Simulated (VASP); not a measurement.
# Nb (Im-3m) in VASP: a series of runs

Runs on Nb. Level: LDA. Tasks: single point.

All numbers are computed with VASP 6.6.1; they aren't measurements. Logs are shortened: lines on timing, memory, paths and dates and some standing lists are left out, and cuts for length are marked.

## Step 1: The cell of the first run

It takes space group Im-3m (No. 229, cubic). The conventional cell has a = 3.246 Å, b = 3.246 Å, c = 3.246 Å, α = 90.00°, β = 90.00°, γ = 90.00°. Within 3.7 Å of Nb (site symmetry m-3m) lie 14 Nb at 2.81 to 3.25 Å.

## Step 2: Single point, LDA

Input file INCAR:

```
ALGO = Normal ; EDIFF = 1E-7
ENCUT = 520 ; ISIF = 2
ISMEAR = -1 ; LASPH = True
LCHARG = False ; LREAL = False
LWAVE = False ; NBANDS = 12
NELM = 60 ; PREC = Accurate
SIGMA = 0.1
```

Input file KPOINTS:

```
k-points
0
Gamma
  2 2 2
```

Input file POSCAR:

```
Nb
1.0
   -1.6231103068      1.6231103068      1.6231103068
    1.6231103068     -1.6231103068      1.6231103068
    1.6231103068      1.6231103068     -1.6231103068
Nb
1
Direct
    0.0000000000      0.0000000000      0.0000000000
```

Potentials or basis: VASP PAW LDA potentials, release 64 (Nb_sv).

Command:

```console
> cat potpaw_LDA.64/Nb_sv/POTCAR > POTCAR
> mpirun -np 1 vasp_std > vasp.out
```

OUTCAR:

```text
EDIFF = 1E-7
   ENCUT = 520
   ISIF = 2
   ISMEAR = -1
   LASPH = True
   LREAL = False
   NELM = 60
   PREC = Accurate

 ion  position               nearest neighbor table
   1  0.000  0.000  0.000-

  LATTYP: Found a body centered cubic cell.
 ALAT       =     3.2462206136

  Lattice vectors:

 A1 = (  -1.6231103068,   1.6231103068,   1.6231103068)
 A2 = (   1.6231103068,  -1.6231103068,   1.6231103068)
 A3 = (   1.6231103068,   1.6231103068,  -1.6231103068)

Analysis of symmetry for initial positions (statically):
=====================================================================
 Subroutine PRICEL returns:
 Original cell was already a primitive cell.

 Routine SETGRP: Setting up the symmetry group for a
 body centered cubic supercell.

 Subroutine GETGRP returns: Found 48 space group operations
 (whereof 48 operations were pure point group operations)
 out of a pool of 48 trial point group operations.

The static configuration has the point symmetry O_h .

Analysis of symmetry for dynamics (positions and initial velocities):
=====================================================================
 Subroutine PRICEL returns:
 Original cell was already a primitive cell.

 Routine SETGRP: Setting up the symmetry group for a
 body centered cubic supercell.

 Subroutine GETGRP returns: Found 48 space group operations
 (whereof 48 operations were pure point group operations)
 out of a pool of 48 trial point group operations.

The dynamic configuration has the point symmetry O_h .

 Subroutine INISYM returns: Found 48 space group operations
 (whereof 48 operations are pure point group operations),
 and found     1 'primitive' translations

----------------------------------------------------------------------------------------

                                     Primitive cell

  volume of cell :      17.1043

  direct lattice vectors                    reciprocal lattice vectors
    -1.623110307  1.623110307  1.623110307     0.000000000  0.308050536  0.308050536
     1.623110307 -1.623110307  1.623110307     0.308050536  0.000000000  0.308050536
     1.623110307  1.623110307 -1.623110307     0.308050536  0.308050536  0.000000000

  length of vectors
     2.811309518  2.811309518  2.811309518     0.435649246  0.435649246  0.435649246

  position of ions in fractional coordinates (direct lattice)
     0.000000000  0.000000000  0.000000000

  ion indices of the primitive-cell ions
   primitive index   ion index
                 1           1

----------------------------------------------------------------------------------------

 KPOINTS: k-points

Automatic generation of k-mesh.
 Grid dimensions read from file:
 generate k-points for:    2    2    2

 Generating k-lattice:

  Cartesian coordinates                     Fractional coordinates (reciprocal lattice)
     0.000000000  0.154025268  0.154025268     0.500000000  0.000000000  0.000000000
     0.154025268  0.000000000  0.154025268     0.000000000  0.500000000  0.000000000
     0.154025268  0.154025268  0.000000000     0.000000000  0.000000000  0.500000000

  Length of vectors
     0.217824623  0.217824623  0.217824623

  Shift w.r.t. Gamma in fractional coordinates (k-lattice)
     0.000000000  0.000000000  0.000000000

 Subroutine IBZKPT returns following result:
 ===========================================

 Found      3 irreducible k-points:

 Following reciprocal coordinates:
            Coordinates               Weight
  0.000000  0.000000  0.000000      1.000000
  0.500000  0.000000  0.000000      6.000000
  0.500000  0.500000  0.500000      1.000000
   k-points           NKPTS =      3   k-points in BZ     NKDIM =      3   number of bands    NBANDS=     12
   number of dos      NEDOS =    301   number of ions     NIONS =      1
   total plane-waves  NPLWV =  13824
   dimension x,y,z NGX =    24 NGY =   24 NGZ =   24
   dimension x,y,z NGXF=    48 NGYF=   48 NGZF=   48
   ions per type =               1
   NGX,Y,Z   is equivalent  to a cutoff of  14.19, 14.19, 14.19 a.u.
   NGXF,Y,Z  is equivalent  to a cutoff of  28.38, 28.38, 28.38 a.u.
 SYSTEM =  unknown system
   PREC   = accura    normal or accurate (medium, high low for compatibility)
   ISTART =      0    job   : 0-new  1-cont  2-samecut
   ICHARG =      2    charge: 1-file 2-atom 10-const
   ISPIN  =      1    spin polarized calculation?
   LNONCOLLINEAR =      F non collinear calculations
   LSORBIT =      F    spin-orbit coupling
   LASPH  =      T    aspherical Exc in radial PAW
   ENCUT  =  520.0 eV  38.22 Ry    6.18 a.u.   5.23  5.23  5.23*2*pi/ulx,y,z
   NELM   =     60;   NELMIN=  2; NELMDL= -5     # of ELM steps
   EDIFF  = 0.1E-06   stopping-criterion for ELM
   LREAL  =      F    real-space projection
   EDIFFG = 0.1E-05   stopping-criterion for IOM
   NSW    =      0    number of steps for IOM
   IBRION =     -1    ionic relax: 0-MD 1-quasi-New 2-CG
   NFREE  =      0    steps in history (QN), initial steepest desc. (CG)
   ISIF   =      2    stress and relaxation
   ISYM   =      2    0-nonsym 1-usesym 2-fastsym
   POTIM  = 0.5000    time-step for ionic-motion
   TEBEG  =    0.0;   TEEND  =   0.0 temperature during run
   PSTRESS=    0.0 pullay stress
   NELECT =      13.0000    total number of electrons
   NUPDOWN=      -1.0000    fix difference up-down
   EMIN   =  10.00;   EMAX   =-10.00  energy-range for DOS
   EFERMI =   0.00;   METHOD = LEGACY
   ISMEAR =    -1;   SIGMA  =   0.10  broadening in eV -4-tet -1-fermi 0-gaus
   EFERMI_NEDOS =   21; number of points for ismear=-14 and -15
   IALGO  =     38    algorithm
   IMIX   =      4    mixing-type and parameters
     AMIX     =   0.40;   BMIX     =  1.00
     AMIX_MAG =   1.60;   BMIX_MAG =  1.00
  volume/ion in A,a.u.               =      17.10       115.43
  Fermi-wavevector in a.u.,A,eV,Ry     =   1.494014  2.823277 30.369251  2.232077
  Thomas-Fermi vector in A             =   2.606341
   LORBIT       =      0    0 simple, 1 ext, 2 COOP (PROOUT), +10 PAW based schemes
   GGA     = CA    functional components
   LHFCALC =     F    Hartree Fock is set to
   AEXX    =    0.0000 exact exchange contribution
   IVDW    =     0    specifies the selected vdW correction
   LEPSILON=     F    determine dielectric tensor
   LRPA    =     F    only Hartree local field effects (RPA)
 non-spin polarized calculation
  energy-cutoff  :      520.00
  volume of cell :       17.10
 maximum number of plane-waves:       466
 NGX is ok and might be reduce to    24
   NGX = 11   NGY = 11   NGZ = 11

 number of electron      13.0000001 magnetization

 Free energy of the ion-electron system (eV)
  ---------------------------------------------------
  ext. energy  EPLUGINS =         0.00000000
  ---------------------------------------------------
  free energy    TOTEN  =       -12.48557126 eV

  energy without entropy =      -12.38994942  energy(sigma->0) =      -12.43776034

 E-fermi :  14.2763     XC(G=0): -12.9559

 val. band max:       12.1824210223   @ k =   0.0000   0.0000   0.0000
 cond. band min:      14.3456849578   @ k =   0.5000   0.0000   0.0000
 fundamental gap:      2.1632639355
 Fermi energy:        14.2763252884

 k-point     1 :       0.0000    0.0000    0.0000
  band No.  band energies     occupation
      1     -42.1843      2.00000
      2     -17.5045      2.00000
      3     -17.5045      2.00000
      4     -17.5045      2.00000
      5       5.7372      2.00000
      6      12.1824      2.00000
      7      12.1824      2.00000
      8      12.1824      2.00000
      9      15.1557      0.00030
     10      15.1557      0.00030
     11      26.1288      0.00000
     12      26.1288      0.00000

 k-point     2 :       0.5000    0.0000    0.0000
  band No.  band energies     occupation
      1     -41.8745      2.00000
      2     -19.1222      2.00000
      3     -18.0083      2.00000
      4     -17.5234      2.00000
      5       7.8283      2.00000
      6      10.0012      2.00000
      7      14.3457      0.66647
      8      15.2681      0.00010
      9      15.9679      0.00000
     10      18.7030      0.00000
     11      23.5294      0.00000
     12      24.6625      0.00000

 k-point     3 :       0.5000    0.5000    0.5000
  band No.  band energies     occupation
      1     -41.6614      2.00000
      2     -18.6000      2.00000
      3     -18.6000      2.00000
      4     -18.6000      2.00000
      5       7.6950      2.00000
      6       7.6950      2.00000
      7      17.8502      0.00000
      8      17.8502      0.00000
      9      17.8502      0.00000
     10      21.3010      0.00000
     11      21.3010      0.00000
     12      21.3010      0.00000

------------------------ aborting loop because EDIFF is reached ----------------------------------------

  FORCE on cell =-STRESS in cart. coord.  units (eV):
  Direction    XX          YY          ZZ          XY          YZ          ZX
  --------------------------------------------------------------------------------------
  -------------------------------------------------------------------------------------
  Total       -2.4872646     -2.4872646     -2.4872646      0.0000000      0.0000000     -0.0000000
  in kB     -232.9852790   -232.9852790   -232.9852790      0.0000000      0.0000000     -0.0000000
  external PRESSURE =    -232.9852790 kB  Pullay stress =       0.0000000 kB

 VOLUME and BASIS-vectors are now :
 -----------------------------------------------------------------------------
  energy-cutoff  :      520.00
  volume of cell :       17.10
      direct lattice vectors                 reciprocal lattice vectors
    -1.623110307  1.623110307  1.623110307     0.000000000  0.308050536  0.308050536
     1.623110307 -1.623110307  1.623110307     0.308050536  0.000000000  0.308050536
     1.623110307  1.623110307 -1.623110307     0.308050536  0.308050536  0.000000000

 POSITION                                       TOTAL-FORCE (eV/Angst)
 -----------------------------------------------------------------------------------
      0.00000      0.00000      0.00000        -0.000000     -0.000000      0.000000
 -----------------------------------------------------------------------------------
    total drift:                                0.000000      0.000000      0.000000

  FREE ENERGIE OF THE ION-ELECTRON SYSTEM (eV)
  ---------------------------------------------------
  free  energy   TOTEN  =       -12.4855712589 eV

  energy  without entropy=      -12.3899494209  energy(sigma->0) =      -12.43776034
```

Wall time 2.2 s (1 thread of Intel Xeon 8259CL, shared host); peak memory 0.12 GiB.

Results:

| Item | Value |
| --- | --- |
| Free energy | -12.4856 eV |
| Pressure | -23.3 GPa |

Caveat: the k points lie up to 1.37 Å⁻¹ apart.

## Step 3: Single point, LDA

Input file INCAR:

```
PREC = Accurate
ENCUT = 520
EDIFF = 1E-7
ISMEAR = -1
SIGMA = 0.1
LREAL = False
LASPH = True
NELM = 80
ALGO = Normal
ISIF = 2
LWAVE = False
LCHARG = True
LELF = True
LVHAR = True
NBANDS = 12
```

Input file KPOINTS:

```
regular mesh
0
Gamma
  4 4 4
```

POSCAR is that of step 2.

Potentials or basis: VASP PAW LDA potentials, release 64 (Nb_sv).

Command:

```console
> cat potpaw_LDA.64/Nb_sv/POTCAR > POTCAR
> mpirun -np 1 vasp_std > vasp.out
```

Wall time 3.2 s (1 thread of Intel Xeon 8259CL, shared host); peak memory 0.12 GiB.

The run converged. Its results:

| Property | Result |
| --- | --- |
| Free energy | -11.2688 eV |
| Pressure | 5.9 GPa |

Levels at points of the mesh, in eV from the Fermi level:
| k point | band 4 | band 5 | band 6 | band 7 | band 8 | band 9 |
| --- | --- | --- | --- | --- | --- | --- |
| (0.00, 0.00, 0.00) | -29.38 | -5.94 | 0.31 | 0.31 | 0.31 | 3.41 |
| (0.50, 0.00, 0.00) | -29.40 | -3.91 | -1.83 | 2.68 | 3.47 | 4.19 |
| (0.50, 0.50, 0.50) | -30.47 | -4.00 | -4.00 | 5.95 | 5.95 | 5.95 |

Caveat: the k points lie up to 0.68 Å⁻¹ apart.

## Step 4: Single point, LDA

Input file INCAR:

```
  PREC = Accurate
  ENCUT = 520
  EDIFF = 1E-6
  ISMEAR = -1
  SIGMA = 0.1
  LREAL = F
  LASPH = T
  NELM = 80
  ALGO = Normal
  ISIF = 2
  LWAVE = F
  LCHARG = T
  LELF = T
  LVHAR = T
  NBANDS = 12
```

Input file KPOINTS:

```
regular mesh
0
Gamma
  5 5 5
```

POSCAR is that of step 3.

Command:

```console
> cat potpaw_LDA.64/Nb_sv/POTCAR > POTCAR
> mpirun -np 1 vasp_std > vasp.out
```

Run time: 4.3 s. Hardware: 1 thread of Intel Xeon 8259CL, shared host; peak memory 0.12 GiB.

Results (log left out):

```
Free energy : -11.2462 eV
Pressure    : -0.7 GPa
```

Levels at points of the mesh, in eV from the Fermi level:
```tsv
k point	band 3	band 4	band 5	band 6	band 7	band 8	band 9	band 10
(0.00, 0.00, 0.00)	-29.39	-29.39	-6.10	0.26	0.26	0.26	3.33	3.33
```

Caveat: the k points lie up to 0.55 Å⁻¹ apart.

(Continued in part 2 of 2.)
